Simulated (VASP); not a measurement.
# Au (Fd-3m) in VASP: further runs

Au is run at these levels: r2SCAN; tasks: single point, relaxation of cell and atoms.

All numbers are computed with VASP 6.6.1; they aren't measurements. Logs are shortened: lines on timing, memory, paths and dates and some standing lists are left out, and cuts for length are marked.

### 1 The cell of the first run

Symmetry: Fd-3m, No. 227, cubic system. The conventional cell has a = 6.076 Å, b = 6.076 Å, c = 6.076 Å, α = 90.00°, β = 90.00°, γ = 90.00°. Within 3.5 Å of Au (site symmetry -43m) lie 4 Au at 2.63 Å.

This isn't the form of Au at room conditions, which is fcc.

### 2 Single point, r2SCAN

Contents of POSCAR:

```
Au
1.0
    0.0000000000      3.0377622110      3.0377622110
    3.0377622110      0.0000000000      3.0377622110
    3.0377622110      3.0377622110      0.0000000000
Au
2
Direct
    0.0000000000      0.0000000000      0.0000000000
    0.2500000000      0.2500000000      0.2500000000
```

Contents of INCAR.step1:

```
  ALGO = Normal
  EDIFF = 1E-4
  ENCUT = 520
  GGA = PE
  ISMEAR = 0
  LASPH = True
  LCHARG = False
  LREAL = False
  LWAVE = True
  NBANDS = 18
  NELM = 80
  PREC = Accurate
  SIGMA = 0.1
```

Contents of INCAR.step2:

```
  ALGO = Normal
  EDIFF = 1E-7
  ENCUT = 520
  ISIF = 2
  ISMEAR = 0
  ISTART = 1
  LASPH = True
  LCHARG = False
  LMIXTAU = True
  LREAL = False
  LWAVE = False
  METAGGA = R2SCAN
  NBANDS = 18
  NELM = 80
  PREC = Accurate
  SIGMA = 0.1
```

Contents of KPOINTS:

```
k-points
0
Gamma
  16 16 16
```

Potentials or basis: VASP PAW PBE potentials, release 64 (Au).

On the command line:

```bash
$ cat potpaw_PBE.64/Au/POTCAR > POTCAR
$ cp INCAR.step1 INCAR
$ mpirun -np 1 vasp_std > vasp.out
$ cp INCAR.step2 INCAR
$ mpirun -np 1 vasp_std > vasp.out
```

OUTCAR:

```text
EDIFF = 1E-7
   ENCUT = 520
   ISIF = 2
   ISMEAR = 0
   ISTART = 1
   LASPH = True
   LREAL = False
   METAGGA = R2SCAN
   NELM = 80
   PREC = Accurate

 ion  position               nearest neighbor table
   1  0.000  0.000  0.000-   2 2.63   2 2.63   2 2.63   2 2.63
   2  0.250  0.250  0.250-   1 2.63   1 2.63   1 2.63   1 2.63

  LATTYP: Found a face centered cubic cell.
 ALAT       =     6.0755244220

  Lattice vectors:

 A1 = (   0.0000000000,   3.0377622110,   3.0377622110)
 A2 = (   3.0377622110,   0.0000000000,   3.0377622110)
 A3 = (   3.0377622110,   3.0377622110,   0.0000000000)

Analysis of symmetry for initial positions (statically):
=====================================================================
 Subroutine PRICEL returns:
 Original cell was already a primitive cell.

 Routine SETGRP: Setting up the symmetry group for a
 face centered cubic supercell.

 Subroutine GETGRP returns: Found 48 space group operations
 (whereof 24 operations were pure point group operations)
 out of a pool of 48 trial point group operations.

The static configuration has the point symmetry T_d .
 The point group associated with its full space group is O_h .

Analysis of symmetry for dynamics (positions and initial velocities):
=====================================================================
 Subroutine PRICEL returns:
 Original cell was already a primitive cell.

 Routine SETGRP: Setting up the symmetry group for a
 face centered cubic supercell.

 Subroutine GETGRP returns: Found 48 space group operations
 (whereof 24 operations were pure point group operations)
 out of a pool of 48 trial point group operations.

The dynamic configuration has the point symmetry T_d .
 The point group associated with its full space group is O_h .

 Subroutine INISYM returns: Found 48 space group operations
 (whereof 24 operations are pure point group operations),
 and found     1 'primitive' translations

----------------------------------------------------------------------------------------

                                     Primitive cell

  volume of cell :      56.0649

  direct lattice vectors                    reciprocal lattice vectors
     0.000000000  3.037762211  3.037762211    -0.164594845  0.164594845  0.164594845
     3.037762211  0.000000000  3.037762211     0.164594845 -0.164594845  0.164594845
     3.037762211  3.037762211  0.000000000     0.164594845  0.164594845 -0.164594845

  length of vectors
     4.296044518  4.296044518  4.296044518     0.285086634  0.285086634  0.285086634

  position of ions in fractional coordinates (direct lattice)
     0.000000000  0.000000000  0.000000000
     0.250000000  0.250000000  0.250000000

  ion indices of the primitive-cell ions
   primitive index   ion index
                 1           1
                 2           2

----------------------------------------------------------------------------------------

 KPOINTS: k-points

Automatic generation of k-mesh.
 Grid dimensions read from file:
 generate k-points for:   16   16   16

 Generating k-lattice:

  Cartesian coordinates                     Fractional coordinates (reciprocal lattice)
    -0.010287178  0.010287178  0.010287178     0.062500000  0.000000000  0.000000000
     0.010287178 -0.010287178  0.010287178     0.000000000  0.062500000  0.000000000
     0.010287178  0.010287178 -0.010287178     0.000000000  0.000000000  0.062500000

  Length of vectors
     0.017817915  0.017817915  0.017817915

  Shift w.r.t. Gamma in fractional coordinates (k-lattice)
     0.000000000  0.000000000  0.000000000

 Subroutine IBZKPT returns following result:
 ===========================================

 Found    145 irreducible k-points:

 Following reciprocal coordinates:
            Coordinates               Weight
  0.000000  0.000000  0.000000      1.000000
  0.062500  0.000000  0.000000      8.000000
  0.125000  0.000000  0.000000      8.000000
  0.187500  0.000000  0.000000      8.000000
  0.250000  0.000000  0.000000      8.000000
  0.312500  0.000000  0.000000      8.000000
[... 16 lines left out ...]
 -0.125000  0.062500  0.000000     24.000000
 -0.062500  0.062500  0.000000     12.000000
 [... further k-points ...]
   k-points           NKPTS =    145   k-points in BZ     NKDIM =    145   number of bands    NBANDS=     18
   number of dos      NEDOS =    301   number of ions     NIONS =      2
   total plane-waves  NPLWV =  32768
   dimension x,y,z NGX =    32 NGY =   32 NGZ =   32
   dimension x,y,z NGXF=    64 NGYF=   64 NGZF=   64
   ions per type =               2
   NGX,Y,Z   is equivalent  to a cutoff of  12.38, 12.38, 12.38 a.u.
   NGXF,Y,Z  is equivalent  to a cutoff of  24.77, 24.77, 24.77 a.u.
 SYSTEM =  unknown system
   PREC   = accura    normal or accurate (medium, high low for compatibility)
   ISTART =      1    job   : 0-new  1-cont  2-samecut
   ICHARG =      0    charge: 1-file 2-atom 10-const
   ISPIN  =      1    spin polarized calculation?
   LNONCOLLINEAR =      F non collinear calculations
   LSORBIT =      F    spin-orbit coupling
   LASPH  =      T    aspherical Exc in radial PAW
   ENCUT  =  520.0 eV  38.22 Ry    6.18 a.u.   7.99  7.99  7.99*2*pi/ulx,y,z
   NELM   =     80;   NELMIN=  2; NELMDL=  0     # of ELM steps
   EDIFF  = 0.1E-06   stopping-criterion for ELM
   LREAL  =      F    real-space projection
   EDIFFG = 0.1E-05   stopping-criterion for IOM
   NSW    =      0    number of steps for IOM
   IBRION =     -1    ionic relax: 0-MD 1-quasi-New 2-CG
   NFREE  =      0    steps in history (QN), initial steepest desc. (CG)
   ISIF   =      2    stress and relaxation
   ISYM   =      2    0-nonsym 1-usesym 2-fastsym
   POTIM  = 0.5000    time-step for ionic-motion
   TEBEG  =    0.0;   TEEND  =   0.0 temperature during run
   PSTRESS=    0.0 pullay stress
   NELECT =      22.0000    total number of electrons
   NUPDOWN=      -1.0000    fix difference up-down
   EMIN   =  10.00;   EMAX   =-10.00  energy-range for DOS
   EFERMI =   0.00;   METHOD = LEGACY
   ISMEAR =     0;   SIGMA  =   0.10  broadening in eV -4-tet -1-fermi 0-gaus
   EFERMI_NEDOS =   21; number of points for ismear=-14 and -15
   IALGO  =     38    algorithm
   IMIX   =      4    mixing-type and parameters
     AMIX     =   0.40;   BMIX     =  1.00
     AMIX_MAG =   1.60;   BMIX_MAG =  1.00
  volume/ion in A,a.u.               =      28.03       189.17
  Fermi-wavevector in a.u.,A,eV,Ry     =   1.198538  2.264909 19.544691  1.436494
  Thomas-Fermi vector in A             =   2.334425
   LORBIT       =      0    0 simple, 1 ext, 2 COOP (PROOUT), +10 PAW based schemes
   METAGGA = R2SCAN    functional components
   LHFCALC =     F    Hartree Fock is set to
   AEXX    =    0.0000 exact exchange contribution
   IVDW    =     0    specifies the selected vdW correction
   LEPSILON=     F    determine dielectric tensor
   LRPA    =     F    only Hartree local field effects (RPA)
 non-spin polarized calculation
 Gauss-broadening in eV      SIGMA  =   0.10
  energy-cutoff  :      520.00
  volume of cell :       56.06
 maximum number of plane-waves:      1540
   NGX = 15   NGY = 15   NGZ = 15

 number of electron      22.0000004 magnetization

 Free energy of the ion-electron system (eV)
  ---------------------------------------------------
  ext. energy  EPLUGINS =         0.00000000
  ---------------------------------------------------
  free energy    TOTEN  =       -99.60474238 eV

  energy without entropy =      -99.60104387  energy(sigma->0) =      -99.60289313

 E-fermi :   2.9894     XC(G=0): -10.1673

 val. band max:        2.9481976221   @ k =  -0.3750   0.4375   0.1250
 cond. band min:       2.9898359788   @ k =  -0.3750   0.3750   0.0000
 fundamental gap:      0.0416383567
 Fermi energy:         2.9894365895

 k-point     1 :       0.0000    0.0000    0.0000
  band No.  band energies     occupation
      1      -3.3012      2.00000
      2      -1.4510      2.00000
      3      -1.4510      2.00000
      4      -1.4306      2.00000
      5      -1.4306      2.00000
      6      -1.4306      2.00000
[... 10 lines left out ...]
     17      14.1748      0.00000
     18      14.1748      0.00000

 k-point     2 :       0.0625    0.0000    0.0000
  band No.  band energies     occupation
      1      -3.2528      2.00000
      2      -1.5342      2.00000
      3      -1.5342      2.00000
      4      -1.4343      2.00000
      5      -1.3330      2.00000
      6      -1.3330      2.00000
[... 10 lines left out ...]
     17      14.5005      0.00000
     18      14.5005      0.00000

 k-point     3 :       0.1250    0.0000    0.0000
  band No.  band energies     occupation
      1      -3.1119      2.00000
      2      -1.6037      2.00000
      3      -1.6037      2.00000
      4      -1.4446      2.00000
      5      -1.2254      2.00000
      6      -1.2254      2.00000
[... 10 lines left out ...]
     17      15.0050      0.00000
     18      15.0050      0.00000

 k-point     4 :       0.1875    0.0000    0.0000
  band No.  band energies     occupation
      1      -2.8931      2.00000
      2      -1.6453      2.00000
      3      -1.6453      2.00000
      4      -1.4594      2.00000
      5      -1.1350      2.00000
      6      -1.1350      2.00000
[... 375 lines left out ...]
      4      -1.4734      2.00000
      5      -1.1730      2.00000
      6      -1.0214      2.00000
[... 10 lines left out ...]
     17      14.7239      0.00000
     18      14.9474      0.00000

 k-point    23 :      -0.1250    0.0625    0.0000
  band No.  band energies     occupation
      1      -3.0056      2.00000
      2      -1.6878      2.00000
      3      -1.5612      2.00000
      4      -1.4540      2.00000
      5      -1.2391      2.00000
      6      -1.1124      2.00000
[... 10 lines left out ...]
     17      14.6487      0.00000
     18      14.8149      0.00000

 k-point    24 :      -0.0625    0.0625    0.0000
  band No.  band energies     occupation
      1      -3.1733      2.00000
      2      -1.6234      2.00000
      3      -1.5296      2.00000
      4      -1.4391      2.00000
      5      -1.3144      2.00000
      6      -1.2227      2.00000
[... 10 lines left out ...]
     17      14.3249      0.00000
     18      15.2007      0.00000

 [... further k-points ...]

------------------------ aborting loop because EDIFF is reached ----------------------------------------

  FORCE on cell =-STRESS in cart. coord.  units (eV):
  Direction    XX          YY          ZZ          XY          YZ          ZX
  --------------------------------------------------------------------------------------
  -------------------------------------------------------------------------------------
  Total        0.0348060      0.0348060      0.0348060     -0.0000000     -0.0000000      0.0000000
  in kB        0.9946558      0.9946558      0.9946558     -0.0000000     -0.0000000      0.0000000
  external PRESSURE =       0.9946558 kB  Pullay stress =       0.0000000 kB

 VOLUME and BASIS-vectors are now :
 -----------------------------------------------------------------------------
  energy-cutoff  :      520.00
  volume of cell :       56.06
      direct lattice vectors                 reciprocal lattice vectors
     0.000000000  3.037762211  3.037762211    -0.164594845  0.164594845  0.164594845
     3.037762211  0.000000000  3.037762211     0.164594845 -0.164594845  0.164594845
     3.037762211  3.037762211  0.000000000     0.164594845  0.164594845 -0.164594845

 POSITION                                       TOTAL-FORCE (eV/Angst)
 -----------------------------------------------------------------------------------
      0.00000      0.00000      0.00000        -0.000000     -0.000000     -0.000000
      1.51888      1.51888      1.51888         0.000000      0.000000      0.000000
 -----------------------------------------------------------------------------------
    total drift:                               -0.000000      0.000000      0.000000

  FREE ENERGIE OF THE ION-ELECTRON SYSTEM (eV)
  ---------------------------------------------------
  free  energy   TOTEN  =       -99.6047423809 eV

  energy  without entropy=      -99.6010438717  energy(sigma->0) =      -99.60289313
```

Wall time 3.4 min (1 thread of Intel Xeon Platinum 8488C (Sapphire Rapids), shared host); peak memory 0.26 GiB.

Results:

```yaml
Free_energy: -99.6047 eV
Pressure: 0.1 GPa
Band_gap_on_the_k_mesh: zero (bands 11 and 12 overlap by 0.70 eV)
```

Caveat: the PAW data sets were made with another functional, which shifts forces and pressure a little; spin-orbit coupling is left out, which moves the levels of the heavy elements.

(Continued in part 2 of 2.)

The gap in the log of VASP goes by the Fermi energy; the results here count the filled bands.